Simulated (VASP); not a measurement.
# Te (P3_121) in VASP: elastic constants with LDA

Aim: the elastic constants of Te with LDA.

Everything below comes from runs of VASP 6.6.1. Logs are shortened: lines on timing, memory, paths and dates and some standing lists are left out, and cuts for length are marked.

## Step 1: The cell of the first run

It takes space group P3_121 (No. 152, trigonal). The conventional cell has a = 4.454 Å, b = 4.454 Å, c = 5.924 Å, α = 90.00°, β = 90.00°, γ = 120.00°. Te (site symmetry 2) has 6 Te at 2.86 to 3.47 Å within 3.8 Å.

## Step 2: Elastic constants, LDA

Input file INCAR:

```
ALGO = Normal
EDIFF = 1E-8
ENCUT = 600
IBRION = 6
ISIF = 3
ISMEAR = 0
LASPH = True
LCHARG = True
LREAL = False
LWAVE = False
NBANDS = 16
NELM = 60
NFREE = 2
NSW = 1
POTIM = 0.015
PREC = Accurate
SIGMA = 0.01
```

Input file KPOINTS:

```
k-points
0
Gamma
  5 5 4
```

Input file POSCAR:

```
Te
1.0
    4.4540000000      0.0000000000      0.0000000000
   -2.2270000000      3.8572771485      0.0000000000
    0.0000000000      0.0000000000      5.9240000000
Te
3
Direct
    0.7310000000      0.7310000000      0.0000000000
    0.0000000000      0.2690000000      0.6666666667
    0.2690000000      0.0000000000      0.3333333333
```

Potentials or basis: VASP PAW LDA potentials, release 64 (Te).

The run is started by

```bash
$ cat potpaw_LDA.64/Te/POTCAR > POTCAR
$ mpirun -np 1 vasp_std > vasp.out
```

OUTCAR:

```text
EDIFF = 1E-8
   ENCUT = 600
   IBRION = 6
   ISIF = 3
   ISMEAR = 0
   LASPH = True
   LREAL = False
   NELM = 60
   NFREE = 2
   NSW = 1
   POTIM = 0.015
   PREC = Accurate

 ion  position               nearest neighbor table
   1  0.731  0.731  0.000-   3 2.86   2 2.86   3 3.47   2 3.47   2 3.47   3 3.47
   2  0.000  0.269  0.667-   1 2.86   3 2.86   1 3.47   1 3.47   3 3.47   3 3.47
   3  0.269  0.000  0.333-   1 2.86   2 2.86   1 3.47   1 3.47   2 3.47   2 3.47

  LATTYP: Found a hexagonal cell.
 ALAT       =     4.4540000000
 C/A-ratio  =     1.3300404131

  Lattice vectors:

 A1 = (   4.4540000000,   0.0000000000,   0.0000000000)
 A2 = (  -2.2270000000,   3.8572771485,   0.0000000000)
 A3 = (   0.0000000000,   0.0000000000,   5.9240000000)

Analysis of symmetry for initial positions (statically):
=====================================================================
 Subroutine PRICEL returns:
 Original cell was already a primitive cell.

 Routine SETGRP: Setting up the symmetry group for a
 hexagonal supercell.

 Subroutine GETGRP returns: Found  6 space group operations
 (whereof  2 operations were pure point group operations)
 out of a pool of 24 trial point group operations.

The static configuration has the point symmetry C_2 .
 The point group associated with its full space group is D_3 .

Analysis of symmetry for dynamics (positions and initial velocities):
=====================================================================
 Subroutine PRICEL returns:
 Original cell was already a primitive cell.

 Routine SETGRP: Setting up the symmetry group for a
 hexagonal supercell.

 Subroutine GETGRP returns: Found  6 space group operations
 (whereof  2 operations were pure point group operations)
 out of a pool of 24 trial point group operations.

The dynamic configuration has the point symmetry C_2 .
 The point group associated with its full space group is D_3 .

 Subroutine INISYM returns: Found  6 space group operations
 (whereof  2 operations are pure point group operations),
 and found     1 'primitive' translations

----------------------------------------------------------------------------------------

                                     Primitive cell

  volume of cell :     101.7762

  direct lattice vectors                    reciprocal lattice vectors
     4.454000000  0.000000000  0.000000000     0.224517288  0.129625117  0.000000000
    -2.227000000  3.857277149  0.000000000     0.000000000  0.259250233  0.000000000
     0.000000000  0.000000000  5.924000000     0.000000000  0.000000000  0.168804862

  length of vectors
     4.454000000  4.454000000  5.924000000     0.259250233  0.259250233  0.168804862

  position of ions in fractional coordinates (direct lattice)
     0.731000000  0.731000000  0.000000000
     0.000000000  0.269000000  0.666666667
     0.269000000  0.000000000  0.333333333

  ion indices of the primitive-cell ions
   primitive index   ion index
                 1           1
                 2           2
                 3           3

----------------------------------------------------------------------------------------

 KPOINTS: k-points

[... 100 lines left out ...]

 number of electron      17.9999999 magnetization

 Free energy of the ion-electron system (eV)
  ---------------------------------------------------
  ext. energy  EPLUGINS =         0.00000000
  ---------------------------------------------------
  free energy    TOTEN  =       -11.34274760 eV

  energy without entropy =      -11.34274760  energy(sigma->0) =      -11.34274760

------------------------ aborting loop because EDIFF is reached ----------------------------------------

  FORCE on cell =-STRESS in cart. coord.  units (eV):
  Direction    XX          YY          ZZ          XY          YZ          ZX
  --------------------------------------------------------------------------------------
  -------------------------------------------------------------------------------------
  Total       -1.1753285     -1.1753285     -1.1030862      0.0000000      0.0000000     -0.0000000
  in kB      -18.5022165    -18.5022165    -17.3649652      0.0000000      0.0000000     -0.0000000
  external PRESSURE =     -18.1231327 kB  Pullay stress =       0.0000000 kB
[... 92 lines left out ...]
  FREE ENERGIE OF THE ION-ELECTRON SYSTEM (eV)
  ---------------------------------------------------
  free  energy   TOTEN  =       -11.3561146119 eV

  energy  without entropy=      -11.3561146119  energy(sigma->0) =      -11.35611461

[... ionic steps 4 to 14 ...]

--------------------------------------- Ionic step       15  -------------------------------------------

 number of electron      17.9999999 magnetization

------------------------ aborting loop because EDIFF is reached ----------------------------------------
[... 69 lines left out ...]
--------------------------------------- Ionic step       17  -------------------------------------------

 number of electron      17.9999999 magnetization

 Free energy of the ion-electron system (eV)
  ---------------------------------------------------
  ext. energy  EPLUGINS =         0.00000000
  ---------------------------------------------------
  free energy    TOTEN  =       -11.34216268 eV

  energy without entropy =      -11.34216268  energy(sigma->0) =      -11.34216268

 E-fermi :   5.8230     XC(G=0):  -9.3062

 val. band max:        5.7405424056   @ k =   0.4000   0.2000   0.5000
 cond. band min:       6.2072444456   @ k =   0.0000   0.0000   0.5000
 fundamental gap:      0.4667020400
 Fermi energy:         5.8230056235

 k-point     1 :       0.0000    0.0000    0.0000
  band No.  band energies     occupation
      1      -7.8410      2.00000
      2      -4.5714      2.00000
      3      -4.5311      2.00000
      4       2.7443      2.00000
      5       3.0450      2.00000
      6       3.0470      2.00000
[... 433 lines left out ...]
      3      -4.6107      2.00000
      4       1.1501      2.00000
      5       1.3224      2.00000
      6       2.4221      2.00000
[... 8 lines left out ...]
     15      12.6127      0.00000
     16      14.2601      0.00000

 [... further k-points ...]
[... 5 lines left out ...]
  --------------------------------------------------------------------------------------
  -------------------------------------------------------------------------------------
  Total       -1.2089027     -1.1382815     -1.1007228     -0.0198594     -0.0807681     -0.0459222
  in kB      -19.0307464    -17.9190152    -17.3277610     -0.3126295     -1.2714642     -0.7229143
  external PRESSURE =     -18.0925075 kB  Pullay stress =       0.0000000 kB
[... 18 lines left out ...]
  FREE ENERGIE OF THE ION-ELECTRON SYSTEM (eV)
  ---------------------------------------------------
  free  energy   TOTEN  =       -11.3421626782 eV

  energy  without entropy=      -11.3421626782  energy(sigma->0) =      -11.34216268

 INTERNAL STRAIN TENSORS FROM STRAINED CELLS
 ============================================

 INTERNAL STRAIN TENSOR FOR ION    1 for displacements in x,y,z  (eV/Angst):
          X           Y           Z          XY          YZ          ZX
  --------------------------------------------------------------------------------
  x     3.66649     1.08952     2.93236     2.27503     1.58894     2.75659
  y     1.87589     6.35682     5.07899     1.28230    -2.76517     1.59237
  z     2.34094    -2.34031     0.00000     1.34354     5.36397     3.12932

 INTERNAL STRAIN TENSORS FROM DISPLACED ATOMS
 ============================================

 INTERNAL STRAIN TENSOR FOR ION    1 for displacements in x,y,z  (eV/Angst):
          X           Y           Z          XY          YZ          ZX
  --------------------------------------------------------------------------------
  x     3.63162     1.07941     2.93167     2.20957     1.59513     2.75926
  y     1.87031     6.28944     5.07780     1.27528    -2.75926     1.59099
  z     2.33772    -2.33772     0.00000     1.34968     5.36464     3.09728

 INTERNAL STRAIN TENSOR FOR ION    3 for displacements in x,y,z  (eV/Angst):
          X           Y           Z          XY          YZ          ZX
  --------------------------------------------------------------------------------
  x    -7.26201    -2.16005    -5.86334     0.00000    -3.18406     0.00000
  y     0.00000     0.00000     0.00000    -2.55179     0.00000    -3.18819
  z     0.00000     0.00000     0.00000    -2.69937    -0.00000    -6.19456

 Eigenvectors and eigenvalues of the dynamical matrix
 ----------------------------------------------------

   1 f  =    4.011301 THz    25.203749 2PiTHz  133.802606 cm-1    16.589401 meV
             X         Y         Z           dx          dy          dz
      1.627937  2.819670  0.000000    -0.177455   -0.089163   -0.421263
     -0.599063  1.037608  3.949333     0.165922   -0.109144   -0.344120
      1.198126  0.000000  1.974667     0.011538    0.198219    0.765383
[... 43 lines left out ...]
   9 f/i=    0.000625 THz     0.003926 2PiTHz    0.020843 cm-1     0.002584 meV
             X         Y         Z           dx          dy          dz
      1.627937  2.819670  0.000000     0.032691   -0.576369   -0.000015
     -0.599063  1.037608  3.949333     0.032454   -0.576356   -0.000012
      1.198126  0.000000  1.974667     0.032561   -0.576568    0.000027

--------------------------------------------------------------------------------------------------------

 ELASTIC MODULI CONTR FROM IONIC RELAXATION (kBar)
 Direction    XX          YY          ZZ          XY          YZ          ZX
 --------------------------------------------------------------------------------
 XX        -256.7270    -90.7713   -216.2479     -0.0000   -114.8177      0.0000
 YY         -90.7713   -256.7270   -216.2479      0.0000    114.8177      0.0000
 ZZ        -216.2479   -216.2479   -269.1418      0.0000      0.0000      0.0000
 XY           0.0000      0.0000      0.0000    -82.9778      0.0000   -114.8177
 YZ        -114.8177    114.8177      0.0000     -0.0000   -183.8134      0.0000
 ZX           0.0000      0.0000      0.0000   -114.8177      0.0000   -183.8134
 --------------------------------------------------------------------------------

 TOTAL ELASTIC MODULI (kBar)
 Direction    XX          YY          ZZ          XY          YZ          ZX
 --------------------------------------------------------------------------------
 XX         340.7514     92.9255    234.5731     -0.0000    111.1705      0.0000
 YY          92.9255    340.7514    234.5731      0.0000   -111.1705      0.0000
 ZZ         234.5731    234.5731    703.5858      0.0000      0.0000      0.0000
 XY           0.0000      0.0000      0.0000    123.9129      0.0000    111.1705
 YZ         111.1705   -111.1705      0.0000     -0.0000    321.8509      0.0000
 ZX           0.0000      0.0000      0.0000    111.1705      0.0000    321.8509
 --------------------------------------------------------------------------------
```

Run time: 6.7 min. Hardware: 1 thread of Intel Xeon Platinum 8488C (Sapphire Rapids), shared host; peak memory 0.32 GiB.

Results:

* Voigt bulk modulus: 28 GPa
* Highest phonon frequency at Γ: 134 cm⁻¹

Phonon frequencies in cm⁻¹ (negative: imaginary):
```csv
q point,frequencies
"(0.000, 0.000, 0.000)",0 0 0 83 84 84 113 134 134
```

Elastic tensor in Voigt notation (GPa, in the Cartesian axes of the cell as first typed):
```
 34   9  23  11   0   0
  9  34  23 -11   0   0
 23  23  70   0   0   0
 11 -11   0  32   0   0
  0   0   0   0  32  11
  0   0   0   0  11  12
```

Clamped-ion elastic tensor (GPa):
```
 60  18  45  23   0   0
 18  60  45 -23   0   0
 45  45  97   0   0   0
 23 -23   0  51   0   0
  0   0   0   0  51  23
  0   0   0   0  23  21
```

Caveat: the cell is under stress, which shifts elastic constants; spin-orbit coupling is left out, which moves the levels of the heavy elements.
